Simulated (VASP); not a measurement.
Set up this calculation in VASP 6.6.1, as the native input.

```yaml
Task: relaxation of cell and atoms
Functional: PBE
Potentials_or_basis: VASP PAW PBE potentials, release 64 (Cs_sv, Tl_d)
Cutoff: 600 eV
k_mesh: 4 × 4 × 4
Occupations: gaussian, width 0.1 eV
Spin: no spin polarisation
Dipole_correction: no
Further_INCAR_settings: ALGO = Fast; EDIFF = 1e-07; IBRION = 2; EDIFFG = -0.04; NSW = 90; ISIF = 3
```

The structure of CsTl2 lies in POSCAR:

```
CsTl2
1.0
    6.9937506263      0.0000000000      0.0000000000
    0.0000000000      6.9937506263      0.0000000000
    0.0000000000      0.0000000000      4.5046817813
Cs Tl
2 4
Direct
    0.0000000000      0.0000000000      0.0000000000
    0.5000000000      0.5000000000      0.5000000000
    0.3060000000      0.3060000000      0.0000000000
    0.1940000000      0.8060000000      0.5000000000
    0.6940000000      0.6940000000      0.0000000000
    0.8060000000      0.1940000000      0.5000000000
```

The input as run:

INCAR

```
SYSTEM = CsTl2
ALGO = Fast
EDIFF = 1E-7
EDIFFG = -0.04
ENCUT = 600
GGA = PE
IBRION = 2
ISIF = 3
ISMEAR = 0
LASPH = .TRUE.
LCHARG = .FALSE.
LREAL = .FALSE.
LWAVE = .FALSE.
NELM = 80
NSW = 90
PREC = Accurate
SIGMA = 0.1
```

KPOINTS

```
k-points
0
G
  4 4 4
  0 0 0
```

Potentials or basis: VASP PAW PBE potentials, release 64 (Cs_sv, Tl_d).

Command:

```bash
$ cat potpaw_PBE.64/Cs_sv/POTCAR potpaw_PBE.64/Tl_d/POTCAR > POTCAR
$ mpirun -np 1 vasp_std > vasp.out
```

Results of the run:

```yaml
Relaxed_volume: 63.92 Å³/atom
Relaxed_cell: a = 7.301 Å, b = 7.301 Å, c = 7.196 Å, α = 90.00°, β = 90.00°, γ = 90.00°
Space_group_after_relaxing_to_0.05_Å: P4_2/mnm (No. 136)
Energy_gained_by_relaxing: 872.7 meV/atom
Ionic_steps: 20
Pressure_after_relaxing: 0.0 GPa
Largest_force_after_relaxing: 0.015 eV/Å
Band_gap_on_the_k_mesh: zero (band 35 reaches 1.71 eV, above the bottom of band 36 at 0.76 eV)
```

Caveat: the volume moved by over 15 % at a fixed basis, so the end points are rough; spin-orbit coupling is left out, which moves the levels of the heavy elements.

Wall time 38 min on 1 thread of Intel(R) Xeon(R) 6975P-C (Granite Rapids) (shared host), peak memory 0.46 GiB.
